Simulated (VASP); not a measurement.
# FeSi: relaxation of the atoms with PBEsol

Crystal: FeSi.

```
Fe Si
1.0
     4.08788    0.00000    0.00000
     0.00000    4.08788    0.00000
     0.00000    0.00000    4.08788
Fe Si
4 4
Direct
  0.14219 0.14219 0.14219
  0.35781 0.85781 0.64219
  0.64219 0.35781 0.85781
  0.85781 0.64219 0.35781
  0.84345 0.84345 0.84345
  0.65655 0.15655 0.34345
  0.34345 0.65655 0.15655
  0.15655 0.34345 0.65655
```

```yaml
Program: VASP 6.6.1
Task: relaxation of the atoms
Functional: PBEsol
Potentials_or_basis: VASP PAW PBE potentials, release 64 (Fe, Si)
Cutoff: 520 eV
k_mesh: 8 × 8 × 8
Occupations: gaussian, width 0.05 eV
Spin: no spin polarisation
Dipole_correction: no
Further_INCAR_settings: ALGO = Normal; EDIFF = 1e-06; IBRION = 2; EDIFFG = -0.01; NSW = 60
```

```json
{
 "Energy gained by relaxing": "0.6 meV/atom",
 "Ionic steps": "3",
 "Pressure after relaxing": "90.7 GPa",
 "Largest force after relaxing": "0.003 eV/Å",
 "Band gap on the k mesh": "0.13 eV (least direct gap 0.17 eV)"
}
```

Forces in eV/Å, atoms in the order of the input:
```
Fe  -0.001 -0.001 -0.001
Fe   0.001  0.001 -0.001
Fe  -0.001  0.001  0.001
Fe   0.001 -0.001  0.001
Si   0.002  0.002  0.002
Si  -0.002 -0.002  0.002
Si   0.002 -0.002 -0.002
Si  -0.002  0.002 -0.002
```

The path:
```tsv
step	energy change (eV)	largest force (eV/Å)	pressure (GPa)
1	0.0000	0.2514	91.00
2	-0.0044	0.0925	90.46
3	-0.0051	0.0032	90.66
```

Final structure:
```cif
data_structure
_symmetry_space_group_name_H-M 'P 1'
_symmetry_Int_Tables_number 1
_cell_length_a 4.0879
_cell_length_b 4.0879
_cell_length_c 4.0879
_cell_angle_alpha 90.000
_cell_angle_beta 90.000
_cell_angle_gamma 90.000
_cell_volume 68.31
loop_
_atom_site_label
_atom_site_type_symbol
_atom_site_fract_x
_atom_site_fract_y
_atom_site_fract_z
_atom_site_occupancy
Fe1 Fe 0.14345 0.14345 0.14345 1
Fe2 Fe 0.35655 0.85655 0.64345 1
Fe3 Fe 0.64345 0.35655 0.85655 1
Fe4 Fe 0.85655 0.64345 0.35655 1
Si1 Si 0.84390 0.84390 0.84390 1
Si2 Si 0.65610 0.15610 0.34390 1
Si3 Si 0.34390 0.65610 0.15610 1
Si4 Si 0.15610 0.34390 0.65610 1
```

Levels at points of the mesh, in eV from the valence-band top:
```csv
k point,band 22,band 23,band 24,band 25,band 26,band 27
"(0.00, 0.00, 0.00)",-0.44,-0.13,-0.13,0.92,0.92,0.92
"(0.50, 0.00, 0.00)",-0.61,0.00,0.00,0.19,0.19,2.30
"(0.50, 0.50, 0.00)",-1.42,-0.55,-0.55,0.84,0.84,1.84
"(0.50, 0.50, 0.50)",-1.03,-1.03,-1.03,0.65,0.65,0.65
```

Run time: 3.5 min on 1 thread of Oxide Virtual Turin-like Processor, on a shared host, peak memory 0.18 GiB.

Caveat: the PAW data sets were made with another functional, which shifts forces and pressure a little. Spin polarisation is off, so any magnetic state and its effect on volume and gap are missing.
